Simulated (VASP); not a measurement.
InP:

```xyz
4
Lattice="4.3931 0.0000 0.0000 -2.1966 3.8045 0.0000 0.0000 0.0000 5.9735" Properties=species:S:1:pos:R:3 pbc="T T T"
In    0.0000    2.5364    1.4934
In    2.1966    1.2682    4.4801
P     2.1966    1.2682    1.4934
P     0.0000    2.5364    4.4801
```

Base run:

```yaml
Program: VASP 6.6.1
Functional: PBE
Potentials_or_basis: VASP PAW PBE potentials, release 64 (In_d, P)
Cutoff: 520 eV
k_mesh: 6 × 6 × 4
Occupations: fermi-dirac, width 0.02 eV
Spin: no spin polarisation
```

Its results: band gap on the k mesh zero (bands 18 and 19 overlap by 0.75 eV); pressure 1.6 GPa.

Q: The run is repeated on the same cell with these changes: functional from PBE to r2SCAN; further incar settings from ALGO = Normal; EDIFF = 1e-06; NBANDS = 26 to ALGO = Normal; EDIFF = 1e-07; NBANDS = 26. What comes out?

A: Band gap on the k mesh zero (bands 18 and 19 overlap by 0.78 eV); pressure -0.1 GPa.

Caveats: semilocal functionals underestimate gaps, so a narrow gap can read as zero; spin-orbit coupling is left out, which moves the levels of the heavy elements; the PAW data sets were made with another functional, which shifts forces and pressure a little (at least some runs).
